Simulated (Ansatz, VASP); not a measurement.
# Two plane-wave programs on ZnAu

The input INCAR:

```
ALGO = Fast
EDIFF = 1E-6
ENCUT = 520
GGA = PS
ISIF = 2
ISMEAR = 0
LASPH = True
LCHARG = False
LREAL = False
LWAVE = False
NBANDS = 18
NELM = 100
PREC = Accurate
SIGMA = 0.15
```

KPOINTS

```
k-points
0
Gamma
  16 16 16
```

File POSCAR:

```
ZnAu
1.0
    3.1470000000      0.0000000000      0.0000000000
    0.0000000000      3.1470000000      0.0000000000
    0.0000000000      0.0000000000      3.1470000000
Zn Au
1 1
Direct
    0.5000000000      0.5000000000      0.5000000000
   -0.0022932566     -0.0022932566     -0.0022932566
```

Input for Ansatz:

```yaml
crystal:
  lattice:
    - [3.147, 0.0, 0.0]
    - [0.0, 3.147, 0.0]
    - [0.0, 0.0, 3.147]
  atoms:
    - { symbol: Zn, position: [0.5, 0.5, 0.5] }
    - { symbol: Au, position: [-0.0022932566, -0.0022932566, -0.0022932566] }
basis:
  ecutwfc: 420
kpoints:
  mp_grid: { grid: [16, 16, 16] }
hamiltonian:
  xc: pbesol
scf:
  occupations: { method: gaussian, width: 0.15 }
output:
  forces: true
  stress: true
  eigenvalues: true
```

Change from the starting cell: all Au atoms moved +0.013 Å, as atom 2 towards its neighbour atom 1 (Zn) at 2.725 Å.

Alike in both runs: task single point; functional PBEsol; k mesh 16 × 16 × 16; occupations gaussian, width 0.15 eV; no spin polarisation.

|  | VASP | Ansatz |
| --- | --- | --- |
| version | VASP 6.6.1 | Ansatz 0.2.0 |
| potentials or method | VASP PAW PBE potentials, release 64 (Zn, Au), cutoff 520 eV | scalar-relativistic, plane waves, PAW |
| valence electrons in the cell | 23 | 31 |

VASP gave:

| Property | Result |
| --- | --- |
| gap on the k mesh at the Fermi level (eV) | none |
| pressure (GPa) | -2.3 |
| rms of the force components (eV/Å) | 0.025 |

Problem. Estimate Ansatz's values.

Solution. gap on the k mesh at the Fermi level (eV): none; pressure (GPa): -2.4; rms of the force components (eV/Å): 0.024.

VASP's potentials were made for PBE, not for PBEsol. Atom by atom the forces differ by 0.000 eV/Å (rms over components). A gap of «none» marks a metal or a gap that the smearing closes. VASP's potentials hold 23 valence electrons a cell and Ansatz's 31, so a difference there can come from the potentials and not from the codes.

Spin-orbit coupling is off throughout.
